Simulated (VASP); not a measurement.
# Si2Ni (I4/mmm) in VASP: single point with PBE

Aim: the single point of Si2Ni with PBE.

All numbers are computed with VASP 6.6.1; they aren't measurements. Logs are shortened: lines on timing, memory, paths and dates and some standing lists are left out, and cuts for length are marked.

**1. The cell of the first run**

It takes space group I4/mmm (No. 139, tetragonal). Conventional cell: a = 3.907 Å, b = 3.907 Å, c = 5.327 Å, α = 90.00°, β = 90.00°, γ = 90.00°. Ni (site symmetry 4/mmm) has 8 Si at 2.36 Å within 3.1 Å. Si (site symmetry -4m2) has 4 Ni at 2.36 Å and 6 Si at 2.66 to 2.76 Å within 3.1 Å.

**2. Single point, PBE**

File INCAR:

```
PREC = Accurate
ENCUT = 520
EDIFF = 1E-6
ISMEAR = 1
SIGMA = 0.1
LREAL = F
LASPH = T
NELM = 100
ALGO = Normal
ISIF = 2
LWAVE = F
LCHARG = F
GGA = PE
NBANDS = 48
```

File KPOINTS:

```
Automatic mesh
0
Gamma
  10 10 10
```

File POSCAR:

```
Si2Ni
1.0
    5.5253566828      0.0000000000      0.0000000000
    0.0000000000      5.5253566828      0.0000000000
    0.0000000000      0.0000000000      5.3268325473
Ni Si
4 8
Direct
    0.0000000000      0.0000000000      0.0000000000
    0.0000000000      0.5000000000      0.5000000000
    0.5000000000      0.0000000000      0.5000000000
    0.5000000000      0.5000000000      0.0000000000
    0.2500000000      0.2500000000      0.2500000000
    0.7500000000      0.7500000000      0.7500000000
    0.2500000000      0.7500000000      0.7500000000
    0.7500000000      0.2500000000      0.2500000000
    0.7500000000      0.2500000000      0.7500000000
    0.2500000000      0.7500000000      0.2500000000
    0.7500000000      0.7500000000      0.2500000000
    0.2500000000      0.2500000000      0.7500000000
```

Potentials or basis: VASP PAW PBE potentials, release 64 (Ni, Si).

Launch:

```bash
> cat potpaw_PBE.64/Ni/POTCAR potpaw_PBE.64/Si/POTCAR > POTCAR
> mpirun -np 1 vasp_std > vasp.out
```

OUTCAR:

```text
PREC = Accurate
   ENCUT = 520
   EDIFF = 1E-6
   ISMEAR = 1
   LREAL = F
   LASPH = T
   NELM = 100
   ISIF = 2
   GGA = PE

 ion  position               nearest neighbor table
   1  0.000  0.000  0.000-   5 2.36   6 2.36   7 2.36   8 2.36   9 2.36  10 2.36  11 2.36  12 2.36

   2  0.000  0.500  0.500-   5 2.36   6 2.36   7 2.36   8 2.36   9 2.36  10 2.36  11 2.36  12 2.36

   3  0.500  0.000  0.500-   5 2.36   6 2.36   7 2.36   8 2.36   9 2.36  10 2.36  11 2.36  12 2.36

   4  0.500  0.500  0.000-   5 2.36   6 2.36   7 2.36   8 2.36   9 2.36  10 2.36  11 2.36  12 2.36

   5  0.250  0.250  0.250-   1 2.36   2 2.36   3 2.36   4 2.36  12 2.66  12 2.66   8 2.76  10 2.76
                            10 2.76   8 2.76
   6  0.750  0.750  0.750-   1 2.36   2 2.36   3 2.36   4 2.36  11 2.66  11 2.66   7 2.76   9 2.76
                             9 2.76   7 2.76
   7  0.250  0.750  0.750-   1 2.36   2 2.36   3 2.36   4 2.36  10 2.66  10 2.66  12 2.76   6 2.76
                            12 2.76   6 2.76
   8  0.750  0.250  0.250-   1 2.36   2 2.36   3 2.36   4 2.36   9 2.66   9 2.66  11 2.76   5 2.76
                            11 2.76   5 2.76
   9  0.750  0.250  0.750-   1 2.36   2 2.36   3 2.36   4 2.36   8 2.66   8 2.66  12 2.76   6 2.76
                             6 2.76  12 2.76
  10  0.250  0.750  0.250-   1 2.36   2 2.36   3 2.36   4 2.36   7 2.66   7 2.66  11 2.76   5 2.76
                             5 2.76  11 2.76
  11  0.750  0.750  0.250-   1 2.36   2 2.36   3 2.36   4 2.36   6 2.66   6 2.66  10 2.76   8 2.76
                             8 2.76  10 2.76
  12  0.250  0.250  0.750-   1 2.36   2 2.36   3 2.36   4 2.36   5 2.66   5 2.66   9 2.76   7 2.76
                             7 2.76   9 2.76

  LATTYP: Found a simple tetragonal cell.
 ALAT       =     5.5253566828
 C/A-ratio  =     0.9640703493

  Lattice vectors:

 A1 = (   5.5253566828,   0.0000000000,   0.0000000000)
 A2 = (   0.0000000000,   5.5253566828,   0.0000000000)
 A3 = (   0.0000000000,   0.0000000000,   5.3268325473)

Analysis of symmetry for initial positions (statically):
=====================================================================
 Subroutine PRICEL returns following result:

  LATTYP: Found a body centered tetragonal cell.
 ALAT       =     3.9070171789
 C/A-ratio  =     1.3634013631

  Lattice vectors:

 A1 = (   2.7626783414,   0.0000000000,  -2.6634162737)
 A2 = (  -2.7626783414,   0.0000000000,  -2.6634162737)
 A3 = (   0.0000000000,   2.7626783414,   2.6634162737)

   4 primitive cells build up your supercell.

 Routine SETGRP: Setting up the symmetry group for a
 simple tetragonal supercell.

 Subroutine GETGRP returns: Found 16 space group operations
 (whereof 16 operations were pure point group operations)
 out of a pool of 16 trial point group operations.

The static configuration has the point symmetry D_4h.

Analysis of symmetry for dynamics (positions and initial velocities):
=====================================================================
 Subroutine PRICEL returns following result:

  LATTYP: Found a body centered tetragonal cell.
 ALAT       =     3.9070171789
 C/A-ratio  =     1.3634013631

  Lattice vectors:

 A1 = (   2.7626783414,   0.0000000000,  -2.6634162737)
 A2 = (  -2.7626783414,   0.0000000000,  -2.6634162737)
 A3 = (   0.0000000000,   2.7626783414,   2.6634162737)

   4 primitive cells build up your supercell.

 Routine SETGRP: Setting up the symmetry group for a
 simple tetragonal supercell.

 Subroutine GETGRP returns: Found 16 space group operations
 (whereof 16 operations were pure point group operations)
 out of a pool of 16 trial point group operations.

The dynamic configuration has the point symmetry D_4h.

 Subroutine INISYM returns: Found 16 space group operations
 (whereof 16 operations are pure point group operations),
 and found     4 'primitive' translations

----------------------------------------------------------------------------------------

                                     Primitive cell

  volume of cell :      40.6565

  direct lattice vectors                    reciprocal lattice vectors
     2.762678341  0.000000000 -2.663416274     0.180983791  0.180983791 -0.187728822
    -2.762678341  0.000000000 -2.663416274    -0.180983791  0.180983791 -0.187728822
     0.000000000  2.762678341  2.663416274     0.000000000  0.361967582  0.000000000

  length of vectors
     3.837470243  3.837470243  3.837470243     0.317415148  0.317415148  0.361967582

  position of ions in fractional coordinates (direct lattice)
     0.000000000  0.000000000  0.000000000
     0.250000000  0.750000000  0.500000000
     0.750000000  0.250000000  0.500000000

  ion indices of the primitive-cell ions
   primitive index   ion index
                 1           1
                 2           5
                 3           6

----------------------------------------------------------------------------------------

 KPOINTS: Automatic mesh

Automatic generation of k-mesh.
 Grid dimensions read from file:
 generate k-points for:   10   10   10

 Generating k-lattice:

  Cartesian coordinates                     Fractional coordinates (reciprocal lattice)
     0.018098379  0.000000000  0.000000000     0.100000000  0.000000000  0.000000000
     0.000000000  0.018098379  0.000000000     0.000000000  0.100000000  0.000000000
     0.000000000  0.000000000  0.018772882     0.000000000  0.000000000  0.100000000

  Length of vectors
     0.018098379  0.018098379  0.018772882

  Shift w.r.t. Gamma in fractional coordinates (k-lattice)
     0.000000000  0.000000000  0.000000000

 Subroutine IBZKPT returns following result:
 ===========================================

 Found    126 irreducible k-points:

 Following reciprocal coordinates:
            Coordinates               Weight
  0.000000  0.000000  0.000000      1.000000
  0.100000  0.000000  0.000000      4.000000
  0.200000  0.000000  0.000000      4.000000
  0.300000  0.000000  0.000000      4.000000
  0.400000  0.000000  0.000000      4.000000
  0.500000  0.000000  0.000000      2.000000
[... 16 lines left out ...]
  0.100000  0.000000  0.100000      8.000000
  0.200000  0.000000  0.100000      8.000000
 [... further k-points ...]
   k-points           NKPTS =    126   k-points in BZ     NKDIM =    126   number of bands    NBANDS=     48
   number of dos      NEDOS =    301   number of ions     NIONS =     12
   total plane-waves  NPLWV =  70560
   dimension x,y,z NGX =    42 NGY =   42 NGZ =   40
   dimension x,y,z NGXF=    84 NGYF=   84 NGZF=   80
   ions per type =               4   8
   NGX,Y,Z   is equivalent  to a cutoff of  12.64, 12.64, 12.48 a.u.
   NGXF,Y,Z  is equivalent  to a cutoff of  25.27, 25.27, 24.97 a.u.
 SYSTEM =  unknown system
   PREC   = accura    normal or accurate (medium, high low for compatibility)
   ISTART =      0    job   : 0-new  1-cont  2-samecut
   ICHARG =      2    charge: 1-file 2-atom 10-const
   ISPIN  =      1    spin polarized calculation?
   LNONCOLLINEAR =      F non collinear calculations
   LSORBIT =      F    spin-orbit coupling
   LASPH  =      T    aspherical Exc in radial PAW
   ENCUT  =  520.0 eV  38.22 Ry    6.18 a.u.  10.27 10.27  9.90*2*pi/ulx,y,z
   NELM   =    100;   NELMIN=  2; NELMDL= -5     # of ELM steps
   EDIFF  = 0.1E-05   stopping-criterion for ELM
   LREAL  =      F    real-space projection
   EDIFFG = 0.1E-04   stopping-criterion for IOM
   NSW    =      0    number of steps for IOM
   IBRION =     -1    ionic relax: 0-MD 1-quasi-New 2-CG
   NFREE  =      0    steps in history (QN), initial steepest desc. (CG)
   ISIF   =      2    stress and relaxation
   ISYM   =      2    0-nonsym 1-usesym 2-fastsym
   POTIM  = 0.5000    time-step for ionic-motion
   TEBEG  =    0.0;   TEEND  =   0.0 temperature during run
   PSTRESS=    0.0 pullay stress
   NELECT =      72.0000    total number of electrons
   NUPDOWN=      -1.0000    fix difference up-down
   EMIN   =  10.00;   EMAX   =-10.00  energy-range for DOS
   EFERMI =   0.00;   METHOD = LEGACY
   ISMEAR =     1;   SIGMA  =   0.10  broadening in eV -4-tet -1-fermi 0-gaus
   EFERMI_NEDOS =   21; number of points for ismear=-14 and -15
   IALGO  =     38    algorithm
   IMIX   =      4    mixing-type and parameters
     AMIX     =   0.40;   BMIX     =  1.00
     AMIX_MAG =   1.60;   BMIX_MAG =  1.00
  volume/ion in A,a.u.               =      13.55        91.45
  Fermi-wavevector in a.u.,A,eV,Ry     =   1.247735  2.357878 21.182138  1.556843
  Thomas-Fermi vector in A             =   2.381854
   LORBIT       =      0    0 simple, 1 ext, 2 COOP (PROOUT), +10 PAW based schemes
   GGA     = PE    functional components
   LHFCALC =     F    Hartree Fock is set to
   AEXX    =    0.0000 exact exchange contribution
   IVDW    =     0    specifies the selected vdW correction
   LEPSILON=     F    determine dielectric tensor
   LRPA    =     F    only Hartree local field effects (RPA)
 non-spin polarized calculation
 Methfessel and Paxton  Order N= 1 SIGMA  =   0.10
  energy-cutoff  :      520.00
  volume of cell :      162.63
 maximum number of plane-waves:      4404
 NGX is ok and might be reduce to    42
   NGX = 21   NGY = 21   NGZ = 19

 number of electron      71.9999925 magnetization

 Free energy of the ion-electron system (eV)
  ---------------------------------------------------
  ext. energy  EPLUGINS =         0.00000000
  ---------------------------------------------------
  free energy    TOTEN  =       -69.45405391 eV

  energy without entropy =      -69.45701430  energy(sigma->0) =      -69.45504071

 E-fermi :   9.9857     XC(G=0): -11.4548

 val. band max:        9.9852863023   @ k =   0.4000   0.1000   0.0000
 cond. band min:       9.9893316565   @ k =   0.1000   0.0000   0.2000
 fundamental gap:      0.0040453542
 Fermi energy:         9.9856665179

 k-point     1 :       0.0000    0.0000    0.0000
  band No.  band energies     occupation
      1      -3.5546      2.00000
      2       0.1526      2.00000
      3       0.1526      2.00000
      4       0.6792      2.00000
      5       2.2055      2.00000
      6       2.2055      2.00000
[... 40 lines left out ...]
     47      14.3206      0.00000
     48      14.3206      0.00000

 k-point     2 :       0.1000    0.0000    0.0000
  band No.  band energies     occupation
      1      -3.5076      2.00000
      2      -0.1418      2.00000
      3       0.1900      2.00000
      4       0.7159      2.00000
      5       2.2495      2.00000
      6       2.2824      2.00000
[... 40 lines left out ...]
     47      13.8684      0.00000
     48      14.3920      0.00000

 k-point     3 :       0.2000    0.0000    0.0000
  band No.  band energies     occupation
      1      -3.3667      2.00000
      2      -0.7246      2.00000
      3       0.3016      2.00000
      4       0.8253      2.00000
      5       2.1691      2.00000
      6       2.3804      2.00000
[... 40 lines left out ...]
     47      14.2291      0.00000
     48      14.6448      0.00000

 k-point     4 :       0.3000    0.0000    0.0000
  band No.  band energies     occupation
      1      -3.1331      2.00000
      2      -1.3365      2.00000
      3       0.4852      2.00000
      4       1.0049      2.00000
      5       1.7943      2.00000
      6       2.2702      2.00000
[... 958 lines left out ...]
     47      14.4075      0.00000
     48      14.4075      0.00000

 k-point    23 :       0.1000    0.0000    0.1000
  band No.  band energies     occupation
      1      -3.4566      2.00000
      2      -0.0983      2.00000
      3       0.2319      2.00000
      4       0.3125      2.00000
      5       2.2919      2.00000
      6       2.5032      2.00000
[... 40 lines left out ...]
     47      13.9896      0.00000
     48      14.4936      0.00000

 k-point    24 :       0.2000    0.0000    0.1000
  band No.  band energies     occupation
      1      -3.3159      2.00000
      2      -0.6789      2.00000
      3       0.3434      2.00000
      4       0.4293      2.00000
      5       2.2090      2.00000
      6       2.3261      2.00000
[... 40 lines left out ...]
     47      14.0861      0.00000
     48      14.8239      0.00000

 [... further k-points ...]
[... 5 lines left out ...]
  --------------------------------------------------------------------------------------
  -------------------------------------------------------------------------------------
  Total       -1.5768355     -1.5768355     -0.1552463      0.0000000     -0.0000000     -0.0000000
  in kB      -15.5348585    -15.5348585     -1.5294743      0.0000000     -0.0000000     -0.0000000
  external PRESSURE =     -10.8663971 kB  Pullay stress =       0.0000000 kB

 VOLUME and BASIS-vectors are now :
 -----------------------------------------------------------------------------
  energy-cutoff  :      520.00
  volume of cell :      162.63
      direct lattice vectors                 reciprocal lattice vectors
     5.525356683  0.000000000  0.000000000     0.180983791  0.000000000  0.000000000
     0.000000000  5.525356683  0.000000000     0.000000000  0.180983791  0.000000000
     0.000000000  0.000000000  5.326832547     0.000000000  0.000000000  0.187728822

 POSITION                                       TOTAL-FORCE (eV/Angst)
 -----------------------------------------------------------------------------------
      0.00000      0.00000      0.00000         0.000000      0.000000      0.000000
      0.00000      2.76268      2.66342        -0.000000      0.000000     -0.000000
      2.76268      0.00000      2.66342         0.000000      0.000000      0.000000
      2.76268      2.76268      0.00000         0.000000     -0.000000      0.000000
      1.38134      1.38134      1.33171        -0.000000     -0.000000      0.000000
      4.14402      4.14402      3.99512        -0.000000      0.000000      0.000000
      1.38134      4.14402      3.99512        -0.000000     -0.000000      0.000000
      4.14402      1.38134      1.33171        -0.000000     -0.000000      0.000000
      4.14402      1.38134      3.99512        -0.000000     -0.000000      0.000000
      1.38134      4.14402      1.33171        -0.000000     -0.000000      0.000000
      4.14402      4.14402      1.33171        -0.000000     -0.000000      0.000000
      1.38134      1.38134      3.99512         0.000000     -0.000000      0.000000
 -----------------------------------------------------------------------------------
    total drift:                                0.000000     -0.000000     -0.000000

  FREE ENERGIE OF THE ION-ELECTRON SYSTEM (eV)
  ---------------------------------------------------
  free  energy   TOTEN  =       -69.4540539094 eV

  energy  without entropy=      -69.4570142977  energy(sigma->0) =      -69.45504071
```

Wall time 15 min (1 thread of Intel Xeon Platinum 8488C (Sapphire Rapids), shared host); peak memory 0.76 GiB.

Results:

| Property | Result |
| --- | --- |
| Free energy | -69.4541 eV |
| Pressure | -1.1 GPa |
| Band gap on the k mesh | zero (band 36 reaches 10.43 eV, above the bottom of band 37 at 9.42 eV) |

Stress tensor (GPa, compression positive):
```
-1.55  0.00  0.00
 0.00 -1.55  0.00
 0.00  0.00 -0.15
```

Spin polarisation is off, so any magnetic state and its effect on volume and gap are missing.
